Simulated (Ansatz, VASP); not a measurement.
**NiH3: VASP beside Ansatz**

File INCAR:

```
ALGO     = Normal         # electronic algorithm
EDIFF    = 1E-6           # SCF threshold, eV
EDIFFG   = -0.04          # ionic threshold
ENCUT    = 600            # plane-wave cutoff, eV
GGA      = PE             # functional
IBRION   = 2              # ionic algorithm
ISIF     = 3              # what is computed and relaxed
ISMEAR   = 0              # smearing method
ISPIN    = 2              # spin polarisation
LASPH    = True           # aspherical terms in the spheres
LCHARG   = False          # write CHGCAR
LMAXMIX  = 4              # l up to which the mixer works
LORBIT   = 11             # projections on sites
LREAL    = False          # projectors in reciprocal space
LWAVE    = False          # write WAVECAR
MAGMOM   = 0.24 0 0 0     # initial moments
NELM     = 150            # most SCF steps
NSW      = 90             # ionic steps
PREC     = Accurate       # precision mode
SIGMA    = 0.1            # smearing width, eV
```

The input KPOINTS:

```
k-points
0
Gamma
  6 6 6
```

The input POSCAR:

```
NiH3
1.0
    2.9688842105      0.0000000000      0.0000000000
    0.0000000000      2.9688842105      0.0000000000
    0.0000000000      0.0000000000      2.9688842105
Ni H
1 3
Direct
    0.0000000000      0.0000000000      0.0000000000
    0.0000000000      0.5000000000      0.5000000000
    0.5000000000      0.0000000000      0.5000000000
    0.5000000000      0.5000000000      0.0000000000
```

Input for Ansatz:

```yaml
crystal:
  lattice:
    - [2.9688842105, 0.0, 0.0]
    - [0.0, 2.9688842105, 0.0]
    - [0.0, 0.0, 2.9688842105]
  atoms:
    - { symbol: Ni, position: [0.0, 0.0, 0.0], spin: 0.24 }
    - { symbol: H, position: [0.0, 0.5, 0.5] }
    - { symbol: H, position: [0.5, 0.0, 0.5] }
    - { symbol: H, position: [0.5, 0.5, 0.0] }
basis:
  ecutwfc: 420
kpoints:
  mp_grid: { grid: [6, 6, 6] }
hamiltonian:
  xc: pbe
scf:
  occupations: { method: gaussian, width: 0.1 }
  lower_state_search: "off"
output:
  forces: true
  stress: true
  eigenvalues: true
  populations: true
magnetization:
  spin_polarized: true
relax:
  adjacent_minimum: "off"
  f_tol: 0.04
  max_steps: 70
  cell: { stress_tol: 0.4 }
```

Alike in both runs: task relaxation of cell and atoms; functional PBE; k mesh 6 × 6 × 6; occupations gaussian, width 0.1 eV; collinear spin.

|  | VASP | Ansatz |
| --- | --- | --- |
| version | VASP 6.6.1 | Ansatz 0.2.0 |
| potentials or method | VASP PAW PBE potentials, release 64 (Ni, H), cutoff 600 eV | scalar-relativistic, plane waves, PAW |
| valence electrons in the cell | 13 | 21 |

Ansatz gave:

* gap on the k mesh at the Fermi level, each at its own relaxed structure (eV): none
* net moment per atom (μB): 0.00
* relaxed volume (Å³/atom): 4.74
* relaxed cell length with the largest relative difference (Å): 2.667

Q: What did VASP give for the same quantities?

A: gap on the k mesh at the Fermi level, each at its own relaxed structure (eV): none; net moment per atom (μB): 0.00; relaxed volume (Å³/atom): 4.73; relaxed cell length with the largest relative difference (Å): 2.664.

A gap of «none» marks a metal or a gap that the smearing closes. VASP's potentials hold 13 valence electrons a cell and Ansatz's 21, so a difference there can come from the potentials and not from the codes. Ansatz's warnings: seeded moment not kept.

Noted on VASP's run: the volume moved by over 15 % at a fixed basis, so the end points are rough.
